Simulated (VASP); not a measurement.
Write the native input for VASP 6.6.1 that does the following.

```yaml
Task: single point
Functional: LDA
Potentials_or_basis: VASP PAW LDA potentials, release 64 (Sc_sv, Al)
Cutoff: 520 eV
k_mesh: 10 × 10 × 10
Occupations: fermi-dirac, width 0.15 eV
Spin: no spin polarisation
Dipole_correction: no
Further_INCAR_settings: ALGO = Normal; EDIFF = 1e-06; NBANDS = 26
```

The structure of Sc3Al lies in POSCAR:

```
Sc3Al
1.0
    4.3205663146      0.0000000000      0.0000000000
    0.0000000000      4.3205663146      0.0000000000
    0.0000000000      0.0000000000      4.3205663146
Sc Al
3 1
Direct
    0.5000000000      0.0000000000      0.5000000000
    0.0000000000      0.5000000000      0.5000000000
    0.5000000000      0.5000000000      0.0000000000
    0.0000000000      0.0000000000      0.0000000000
```

One way to write it, as run:

INCAR

```
SYSTEM = Sc3Al
ALGO     = Normal         ! electronic algorithm
EDIFF    = 1E-6           ! SCF threshold, eV
ENCUT    = 520            ! plane-wave cutoff, eV
ISIF     = 2              ! what is computed and relaxed
ISMEAR   = -1             ! smearing method
LASPH    = .True.         ! aspherical terms in the spheres
LCHARG   = .False.        ! write CHGCAR
LREAL    = .False.        ! projectors in reciprocal space
LWAVE    = .False.        ! write WAVECAR
NBANDS   = 26             ! bands
NELM     = 100            ! most SCF steps
PREC     = Accurate       ! precision mode
SIGMA    = 0.15           ! smearing width, eV
```

KPOINTS

```
k-points
0
Gamma
  10 10 10
  0 0 0
```

Potentials or basis: VASP PAW LDA potentials, release 64 (Sc_sv, Al).

Launch:

```bash
$ cat potpaw_LDA.64/Sc_sv/POTCAR potpaw_LDA.64/Al/POTCAR > POTCAR
$ mpirun -np 1 vasp_std > vasp.out
```

It gave:

The pressure is 0.2 GPa and the band gap on the k mesh is zero (band 18 reaches 5.22 eV, above the bottom of band 19 at 3.97 eV).

Wall time 62 s on 1 thread of Oxide Virtual Turin-like Processor, on a shared host, peak memory 0.18 GiB.
